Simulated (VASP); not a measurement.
Wanted: the native input for a VASP 6.6.1 run.

* Task: single point
* Functional: r2SCAN
* Potentials or basis: VASP PAW PBE potentials, release 64 (Ga_d, N)
* Cutoff: 520 eV
* k mesh: 10 × 10 × 10
* Occupations: gaussian, width 0.01 eV
* Spin: no spin polarisation
* Dipole correction: no
* Further INCAR settings: ALGO = Normal; EDIFF = 1e-06; NBANDS = 16

The system is GaN.

```
Ga N
1.0
     0.00000    2.13650    2.36206
     2.13650    0.00000    2.36206
     2.13650    2.13650    0.00000
Ga N
1 1
Direct
  0.00000 0.00000 0.00000
  0.25000 0.25000 0.25000
```

This cell differs from its parent crystal: epitaxial xy strain -5.0%.

These files were run (other wordings do the same):

POSCAR

```
GaN
1.0
    0.0000000000      2.1365049212      2.3620626401
    2.1365049212      0.0000000000      2.3620626401
    2.1365049212      2.1365049212      0.0000000000
Ga N
1 1
Direct
    0.0000000000      0.0000000000      0.0000000000
    0.2500000000      0.2500000000      0.2500000000
```

INCAR.step1

```
SYSTEM = GaN
  PREC = Accurate
  ENCUT = 520
  ISMEAR = 0
  SIGMA = 0.01
  LREAL = .FALSE.
  LASPH = .TRUE.
  NELM = 60
  NBANDS = 16
  GGA = PE
  ALGO = Normal
  EDIFF = 1E-4
  LWAVE = .TRUE.
  LCHARG = .FALSE.
```

INCAR.step2

```
SYSTEM = GaN
  PREC = Accurate
  ENCUT = 520
  EDIFF = 1E-6
  ISMEAR = 0
  SIGMA = 0.01
  LREAL = .FALSE.
  LASPH = .TRUE.
  NELM = 60
  ALGO = Normal
  ISIF = 2
  LWAVE = .FALSE.
  LCHARG = .TRUE.
  METAGGA = R2SCAN
  LMIXTAU = .TRUE.
  LELF = .TRUE.
  LVHAR = .TRUE.
  NBANDS = 16
  ISTART = 1
```

KPOINTS

```
regular mesh
0
G
  10 10 10
  0 0 0
```

Potentials or basis: VASP PAW PBE potentials, release 64 (Ga_d, N).

Launch:

```console
$ cat potpaw_PBE.64/Ga_d/POTCAR potpaw_PBE.64/N/POTCAR > POTCAR
$ cp INCAR.step1 INCAR
$ mpirun -np 1 vasp_std > vasp.out
$ cp INCAR.step2 INCAR
$ mpirun -np 1 vasp_std > vasp.out
```

Results of the run:

The pressure is 12.1 GPa. The band gap on the k mesh is 2.29 eV, direct.

Caveat: the cell differs from its parent crystal (epitaxial xy strain -5.0%); the PAW data sets were made with another functional, which shifts forces and pressure a little.

It took 47 s on 1 thread of Intel(R) Xeon(R) 6975P-C (Granite Rapids) (shared host), peak memory 0.17 GiB.
